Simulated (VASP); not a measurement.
A run of VASP 6.6.1 is set up as follows.

File INCAR:

```
PREC     = Accurate       # precision mode
ENCUT    = 600            # plane-wave cutoff, eV
EDIFF    = 1E-6           # SCF threshold, eV
ISMEAR   = 0              # smearing method
SIGMA    = 0.01           # smearing width, eV
LREAL    = False          # projectors in reciprocal space
LASPH    = True           # aspherical terms in the spheres
NELM     = 120            # most SCF steps
ALGO     = Normal         # electronic algorithm
ISIF     = 2              # what is computed and relaxed
LWAVE    = False          # write WAVECAR
LCHARG   = False          # write CHGCAR
GGA      = PE             # functional
NBANDS   = 27             # bands
GGA_COMPAT= False
```

File KPOINTS:

```
regular mesh
0
Gamma
  10 10 10
```

POSCAR

```
Cu3N
1.0
    3.9035485976      0.0000000000      0.0000000000
    0.0000000000      3.9035485976      0.0000000000
    0.0000000000      0.0000000000      3.9035485976
Cu N
3 1
Direct
    0.5000000000      0.0000000000      0.0000000000
    0.0000000000      0.5000000000      0.0000000000
    0.0000000000      0.0000000000      0.5000000000
    0.0000000000      0.0000000000      0.0000000000
```

Potentials or basis: VASP PAW PBE potentials, release 64 (Cu, N).

Launch:

```console
$ cat potpaw_PBE.64/Cu/POTCAR potpaw_PBE.64/N/POTCAR > POTCAR
$ mpirun -np 1 vasp_std > vasp.out
```

Problem. Estimate the pressure.

Solution. -5.3 GPa.

Problem. Estimate the band gap on the k mesh.

Solution. 0.44 eV (least direct gap 0.95 eV).

Caveat: the cell differs from its parent crystal (equal strain along all axes, cell held: +2.0 %); the cell stands under tension. A k mesh can miss the band edges.
